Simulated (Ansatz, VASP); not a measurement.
# Two plane-wave programs on K

```
K
1.0
    -2.72167    2.72167    2.72167
     2.72167   -2.72167    2.72167
     2.72167    2.72167   -2.72167
K
1
Direct
  0.00000 0.00000 0.00000
```

Alike in both runs: task single point; functional r2SCAN; k mesh 12 × 12 × 12; occupations gaussian, width 0.1 eV; no spin polarisation.

```csv
,VASP,Ansatz
version,VASP 6.6.1,Ansatz 0.2.0
potentials or method,"VASP PAW PBE potentials, release 64 (K_sv), cutoff 520 eV","scalar-relativistic, plane waves, PAW"
valence electrons in the cell,9,9
```

```csv
,VASP,Ansatz,Ansatz less VASP
gap on the k mesh at the Fermi level (eV),none,none,-
pressure (GPa),-0.2,-0.2,+0.02
```

VASP's potentials were made for PBE, not for r2SCAN. A gap of «none» marks a metal or a gap that the smearing closes. The functional is the same, so the differences come from potentials, cutoffs and numerics.
